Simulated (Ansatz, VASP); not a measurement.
This is a calculation of CdTe for Ansatz 0.2.0.

File input.yaml:

```yaml
crystal:
  lattice:
    - [0.0, 3.2678590959, 3.2678590959]
    - [3.2678590959, 0.0, 3.2678590959]
    - [3.2678590959, 3.2678590959, 0.0]
  atoms:
    - { symbol: Te, position: [0.75, 0.75, 0.75] }
    - { symbol: Cd, position: [0.0, 0.0, 0.0] }
hamiltonian:
  xc:
    exchange: hjs_pbesol
    correlation: pbesol
    exx: { coeff: 0.25, omega: 0.207 }
  pseudopotentials: { kind: paw }
kpoints:
  mp_grid: { grid: [4, 4, 4] }
scf:
  occupations: { method: fermi_dirac, width: 0.05 }
output:
  forces: true
  stress: true
  eigenvalues: true
```

Potentials or basis: Ansatz PAW.

The run is started by

```bash
$ ansatz run input.yaml --threads 2 --pin off --max-ram 5632MiB --backend cpu --events-out ev --progress --plain --runs-dir out
```

**Question.** Translate it to VASP 6.6.1. Potentials there: VASP PAW PBE potentials, release 64 (Te, Cd).

**Answer.** As run (the cutoff follows the program's own potentials):

Contents of POSCAR:

```
CdTe
1.0
    0.0000000000      3.2678590959      3.2678590959
    3.2678590959      0.0000000000      3.2678590959
    3.2678590959      3.2678590959      0.0000000000
Te Cd
1 1
Direct
    0.7500000000      0.7500000000      0.7500000000
    0.0000000000      0.0000000000      0.0000000000
```

File INCAR.step1:

```
SYSTEM = CdTe
PREC = Accurate
ENCUT = 520
EDIFF = 1E-5
ISMEAR = -1
SIGMA = 0.05
LREAL = .FALSE.
LASPH = .TRUE.
NELM = 80
ALGO = Normal
ISIF = 2
LWAVE = .TRUE.
LCHARG = .FALSE.
GGA = PE
NBANDS = 16
```

Contents of INCAR.step2:

```
SYSTEM = CdTe
PREC = Accurate
ENCUT = 520
EDIFF = 1E-7
ISMEAR = -1
SIGMA = 0.05
LREAL = .FALSE.
LASPH = .TRUE.
NELM = 80
ALGO = Normal
ISIF = 2
LWAVE = .FALSE.
LCHARG = .FALSE.
GGA = PS
LHFCALC = .TRUE.
AEXX = 0.25
HFSCREEN = 0.207
PRECFOCK = Normal
ISTART = 1
NBANDS = 16
```

The input KPOINTS:

```
Automatic mesh
0
G
  4 4 4
  0 0 0
```

Potentials or basis: VASP PAW PBE potentials, release 64 (Te, Cd).

Launch:

```console
$ cat potpaw_PBE.64/Te/POTCAR potpaw_PBE.64/Cd/POTCAR > POTCAR
$ cp INCAR.step1 INCAR
$ mpirun -np 1 vasp_std > vasp.out
$ cp INCAR.step2 INCAR
$ mpirun -np 1 vasp_std > vasp.out
```

Both were run:

|  | VASP | Ansatz | Ansatz less VASP |
| --- | --- | --- | --- |
| gap on the k mesh at the Fermi level (eV) | 1.35 | 1.44 | +0.084 |
| least direct gap on the mesh (eV) | 1.35 | 1.44 | +0.084 |
| pressure (GPa) | -0.9 | -0.9 | -0.01 |

VASP's potentials were made for PBE, not for PBEsol-based screened hybrid. VASP's potentials hold 18 valence electrons a cell and Ansatz's 36, so a difference there can come from the potentials and not from the codes.

Spin-orbit coupling is off throughout.
